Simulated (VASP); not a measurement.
# SnO (Pmn2_1) in VASP: notebook, part 3 of 4

VASP 6.6.1. Earlier steps stand in the parts before.

## Step 4: Single point, LDA

This run uses another cell than the first one, of 21.30 Å³/atom.

INCAR reads:

```
SYSTEM = SnO
PREC = Accurate
ENCUT = 520
EDIFF = 1E-6
ISMEAR = -1
SIGMA = 0.05
LREAL = .FALSE.
LASPH = .TRUE.
NELM = 80
ALGO = Normal
ISIF = 2
LWAVE = .FALSE.
LCHARG = .FALSE.
GGA = CA
NBANDS = 28
```

KPOINTS reads:

```
regular mesh
0
G
  8 5 6
  0 0 0
```

POSCAR reads:

```
SnO
1.0
    3.4208061173      0.0000000000      0.0000000000
    0.0000000000      5.7853891942      0.0000000000
    0.0000000000      0.0000000000      4.3047747479
Sn O
2 2
Direct
    0.5000000000      0.7680910000      0.0131440000
    0.0000000000      0.2319090000      0.5131440000
    0.5000000000      0.1087500000      0.2368570000
    0.0000000000      0.8912500000      0.7368570000
```

Potentials or basis: VASP PAW LDA potentials, release 64 (Sn_d, O).

Started as:

```
$ cat potpaw_LDA.64/Sn_d/POTCAR potpaw_LDA.64/O/POTCAR > POTCAR
$ mpirun -np 1 vasp_std > vasp.out
```

OUTCAR:

```text
SYSTEM = SnO
   PREC = Accurate
   ENCUT = 520
   EDIFF = 1E-6
   ISMEAR = -1
   LREAL = .FALSE.
   LASPH = .TRUE.
   NELM = 80
   ISIF = 2
   GGA = CA

 ion  position               nearest neighbor table
   1  0.500  0.768  0.013-   3 2.19   4 2.20   4 2.20
   2  0.000  0.232  0.513-   4 2.19   3 2.20   3 2.20
   3  0.500  0.109  0.237-   1 2.19   2 2.20   2 2.20
   4  0.000  0.891  0.737-   2 2.19   1 2.20   1 2.20

  LATTYP: Found a simple orthorhombic cell.
 ALAT       =     3.4208061173
 B/A-ratio  =     1.2584094510
 C/A-ratio  =     1.6912356315

  Lattice vectors:

 A1 = (  -3.4208061173,   0.0000000000,   0.0000000000)
 A2 = (   0.0000000000,   0.0000000000,   4.3047747479)
 A3 = (   0.0000000000,   5.7853891942,   0.0000000000)

Analysis of symmetry for initial positions (statically):
=====================================================================
 Subroutine PRICEL returns:
 Original cell was already a primitive cell.

 Routine SETGRP: Setting up the symmetry group for a
 simple orthorhombic supercell.

 Subroutine GETGRP returns: Found  4 space group operations
 (whereof  2 operations were pure point group operations)
 out of a pool of  8 trial point group operations.

The static configuration has the point symmetry C_1h.
 The point group associated with its full space group is C_2v.

Analysis of symmetry for dynamics (positions and initial velocities):
=====================================================================
 Subroutine PRICEL returns:
 Original cell was already a primitive cell.

 Routine SETGRP: Setting up the symmetry group for a
 simple orthorhombic supercell.

 Subroutine GETGRP returns: Found  4 space group operations
 (whereof  2 operations were pure point group operations)
 out of a pool of  8 trial point group operations.

The dynamic configuration has the point symmetry C_1h.
 The point group associated with its full space group is C_2v.

 Subroutine INISYM returns: Found  4 space group operations
 (whereof  2 operations are pure point group operations),
 and found     1 'primitive' translations

----------------------------------------------------------------------------------------

                                     Primitive cell

  volume of cell :      85.1945

  direct lattice vectors                    reciprocal lattice vectors
     3.420806117  0.000000000  0.000000000     0.292328757  0.000000000  0.000000000
     0.000000000  5.785389194  0.000000000     0.000000000  0.172849218  0.000000000
     0.000000000  0.000000000  4.304774748     0.000000000  0.000000000  0.232300192

  length of vectors
     3.420806117  5.785389194  4.304774748     0.292328757  0.172849218  0.232300192

  position of ions in fractional coordinates (direct lattice)
     0.500000000  0.768091000  0.013144000
     0.000000000  0.231909000  0.513144000
     0.500000000  0.108750000  0.236857000
     0.000000000  0.891250000  0.736857000

  ion indices of the primitive-cell ions
   primitive index   ion index
                 1           1
                 2           2
                 3           3
                 4           4

----------------------------------------------------------------------------------------

 KPOINTS: regular mesh

Automatic generation of k-mesh.
 Grid dimensions read from file:
 generate k-points for:    8    5    6

 Generating k-lattice:

  Cartesian coordinates                     Fractional coordinates (reciprocal lattice)
     0.036541095  0.000000000  0.000000000     0.125000000  0.000000000  0.000000000
     0.000000000  0.034569844  0.000000000     0.000000000  0.200000000  0.000000000
     0.000000000  0.000000000  0.038716699     0.000000000  0.000000000  0.166666667

  Length of vectors
     0.036541095  0.034569844  0.038716699

  Shift w.r.t. Gamma in fractional coordinates (k-lattice)
     0.000000000  0.000000000  0.000000000

 Subroutine IBZKPT returns following result:
 ===========================================

 Found     60 irreducible k-points:

 Following reciprocal coordinates:
            Coordinates               Weight
  0.000000  0.000000  0.000000      1.000000
  0.125000  0.000000  0.000000      2.000000
  0.250000  0.000000  0.000000      2.000000
  0.375000  0.000000  0.000000      2.000000
  0.500000  0.000000  0.000000      1.000000
  0.000000  0.200000  0.000000      2.000000
[... 16 lines left out ...]
  0.250000  0.200000  0.166667      8.000000
  0.375000  0.200000  0.166667      8.000000
 [... further k-points ...]
   k-points           NKPTS =     60   k-points in BZ     NKDIM =     60   number of bands    NBANDS=     28
   number of dos      NEDOS =    301   number of ions     NIONS =      4
   total plane-waves  NPLWV =  43008
   dimension x,y,z NGX =    28 NGY =   48 NGZ =   32
   dimension x,y,z NGXF=    56 NGYF=   96 NGZF=   64
   ions per type =               2   2
   NGX,Y,Z   is equivalent  to a cutoff of  13.61, 13.79, 12.36 a.u.
   NGXF,Y,Z  is equivalent  to a cutoff of  27.22, 27.59, 24.72 a.u.
 SYSTEM =  SnO
   PREC   = accura    normal or accurate (medium, high low for compatibility)
   ISTART =      0    job   : 0-new  1-cont  2-samecut
   ICHARG =      2    charge: 1-file 2-atom 10-const
   ISPIN  =      1    spin polarized calculation?
   LNONCOLLINEAR =      F non collinear calculations
   LSORBIT =      F    spin-orbit coupling
   LASPH  =      T    aspherical Exc in radial PAW
   ENCUT  =  520.0 eV  38.22 Ry    6.18 a.u.   6.36 10.76  8.00*2*pi/ulx,y,z
   NELM   =     80;   NELMIN=  2; NELMDL= -5     # of ELM steps
   EDIFF  = 0.1E-05   stopping-criterion for ELM
   LREAL  =      F    real-space projection
[... 7 lines left out ...]
   TEBEG  =    0.0;   TEEND  =   0.0 temperature during run
   PSTRESS=    0.0 pullay stress
   NELECT =      40.0000    total number of electrons
   NUPDOWN=      -1.0000    fix difference up-down
   EMIN   =  10.00;   EMAX   =-10.00  energy-range for DOS
   EFERMI =   0.00;   METHOD = LEGACY
   ISMEAR =    -1;   SIGMA  =   0.05  broadening in eV -4-tet -1-fermi 0-gaus
   EFERMI_NEDOS =   21; number of points for ismear=-14 and -15
   IALGO  =     38    algorithm
   IMIX   =      4    mixing-type and parameters
     AMIX     =   0.40;   BMIX     =  1.00
     AMIX_MAG =   1.60;   BMIX_MAG =  1.00
  volume/ion in A,a.u.               =      21.30       143.73
  Fermi-wavevector in a.u.,A,eV,Ry     =   1.272402  2.404491 22.027925  1.619007
  Thomas-Fermi vector in A             =   2.405282
   LORBIT       =      0    0 simple, 1 ext, 2 COOP (PROOUT), +10 PAW based schemes
   GGA     = CA    functional components
   LHFCALC =     F    Hartree Fock is set to
   AEXX    =    0.0000 exact exchange contribution
   IVDW    =     0    specifies the selected vdW correction
   LEPSILON=     F    determine dielectric tensor
   LRPA    =     F    only Hartree local field effects (RPA)
 non-spin polarized calculation
  energy-cutoff  :      520.00
  volume of cell :       85.19
 maximum number of plane-waves:      2326
 NGX is ok and might be reduce to    28
   NGX = 13   NGY = 21   NGZ = 17

 number of electron      39.9999994 magnetization

 Free energy of the ion-electron system (eV)
  ---------------------------------------------------
  ext. energy  EPLUGINS =         0.00000000
  ---------------------------------------------------
  free energy    TOTEN  =       -24.97603327 eV

  energy without entropy =      -24.97603326  energy(sigma->0) =      -24.97603327

 E-fermi :   4.6086     XC(G=0):  -9.6925

 val. band max:        3.8644861246   @ k =   0.0000   0.0000   0.0000
 cond. band min:       5.3789024253   @ k =   0.3750   0.4000   0.0000
 fundamental gap:      1.5144163007
 Fermi energy:         4.6085942760

 k-point     1 :       0.0000    0.0000    0.0000
  band No.  band energies     occupation
      1     -17.0317      2.00000
      2     -16.8093      2.00000
      3     -16.7435      2.00000
      4     -16.7240      2.00000
      5     -16.7017      2.00000
      6     -16.6696      2.00000
[... 20 lines left out ...]
     27      12.3671      0.00000
     28      12.8589      0.00000

 k-point     2 :       0.1250    0.0000    0.0000
  band No.  band energies     occupation
      1     -17.0244      2.00000
      2     -16.7953      2.00000
      3     -16.7491      2.00000
      4     -16.7367      2.00000
      5     -16.7077      2.00000
      6     -16.6706      2.00000
[... 674 lines left out ...]
 k-point    24 :       0.3750    0.2000    0.1667
  band No.  band energies     occupation
      1     -17.0124      2.00000
      2     -16.9456      2.00000
      3     -16.7194      2.00000
      4     -16.7099      2.00000
      5     -16.6877      2.00000
      6     -16.6807      2.00000
[... 20 lines left out ...]
     27      12.6095      0.00000
     28      13.6173      0.00000

 [... further k-points ...]
[... 5 lines left out ...]
  --------------------------------------------------------------------------------------
  -------------------------------------------------------------------------------------
  Total       -5.2742085     -4.5039816     -3.8974073      0.0000000      0.0000000      0.0000000
  in kB      -99.1873773    -84.7024000    -73.2950933      0.0000000      0.0000000      0.0000000
  external PRESSURE =     -85.7282902 kB  Pullay stress =       0.0000000 kB

 VOLUME and BASIS-vectors are now :
 -----------------------------------------------------------------------------
  energy-cutoff  :      520.00
  volume of cell :       85.19
      direct lattice vectors                 reciprocal lattice vectors
     3.420806117  0.000000000  0.000000000     0.292328757  0.000000000  0.000000000
     0.000000000  5.785389194  0.000000000     0.000000000  0.172849218  0.000000000
     0.000000000  0.000000000  4.304774748     0.000000000  0.000000000  0.232300192

 POSITION                                       TOTAL-FORCE (eV/Angst)
 -----------------------------------------------------------------------------------
      1.71040      4.44371      0.05658         0.000000      1.295500     -0.407543
      0.00000      1.34168      2.20897         0.000000     -1.295500     -0.407543
      1.71040      0.62916      1.01962         0.000000     -0.211817      0.407543
      0.00000      5.15623      3.17200         0.000000      0.211817      0.407543
 -----------------------------------------------------------------------------------
    total drift:                                0.000000      0.000000      0.002180

  FREE ENERGIE OF THE ION-ELECTRON SYSTEM (eV)
  ---------------------------------------------------
  free  energy   TOTEN  =       -24.9760332714 eV

  energy  without entropy=      -24.9760332588  energy(sigma->0) =      -24.97603327
```

OSZICAR:

```text
N       E                     dE             d eps       ncg     rms          rms(c)
DAV:   1     0.425750365356E+03    0.42575E+03   -0.20172E+04  3440   0.204E+03
DAV:   2     0.402311205949E+02   -0.38552E+03   -0.36983E+03  3488   0.525E+02
DAV:   3    -0.255562125437E+02   -0.65787E+02   -0.64696E+02  3880   0.187E+02
DAV:   4    -0.289032183045E+02   -0.33470E+01   -0.33298E+01  3944   0.457E+01
DAV:   5    -0.289859819297E+02   -0.82764E-01   -0.82752E-01  3704   0.776E+00    0.116E+01
DAV:   6    -0.252465153618E+02    0.37395E+01   -0.18919E+01  5432   0.501E+01    0.586E+00
DAV:   7    -0.250518921973E+02    0.19462E+00   -0.26128E+00  3892   0.961E+00    0.256E+00
DAV:   8    -0.249911527812E+02    0.60739E-01   -0.42731E-01  3836   0.400E+00    0.770E-01
DAV:   9    -0.249755548575E+02    0.15598E-01   -0.44400E-02  5588   0.192E+00    0.237E-01
DAV:  10    -0.249768058262E+02   -0.12510E-02   -0.88067E-03  4680   0.823E-01    0.186E-01
DAV:  11    -0.249760052748E+02    0.80055E-03   -0.29095E-03  5200   0.452E-01    0.178E-02
DAV:  12    -0.249760367022E+02   -0.31427E-04   -0.30568E-04  3520   0.112E-01    0.211E-02
DAV:  13    -0.249760340988E+02    0.26034E-05   -0.15335E-05  4480   0.303E-02    0.124E-02
DAV:  14    -0.249760332714E+02    0.82738E-06   -0.24464E-06  2908   0.122E-02
   1 F= -.24976033E+02 E0= -.24976033E+02  d E =-.125838E-07
```

Wall time 62 s (1 thread of AMD EPYC 9R45 (Zen 5), shared host); peak memory 0.21 GiB.

Results:

```yaml
Free_energy: -24.9760 eV
Pressure: -8.6 GPa
Largest_force: 1.358 eV/Å
Band_gap_on_the_k_mesh: 1.51 eV (least direct gap 2.12 eV)
```

Forces on the atoms (eV/Å):
```
Sn   0.000  1.296 -0.408
Sn   0.000 -1.296 -0.408
O    0.000 -0.212  0.408
O    0.000  0.212  0.408
```

Caveat: the cell stands under tension; spin-orbit coupling is left out, which moves the levels of the heavy elements; forces of over 1 eV/Å act on the atoms, so gaps and moduli don't describe the material at rest. A k mesh can miss the band edges.

(Continued in part 4 of 4.)
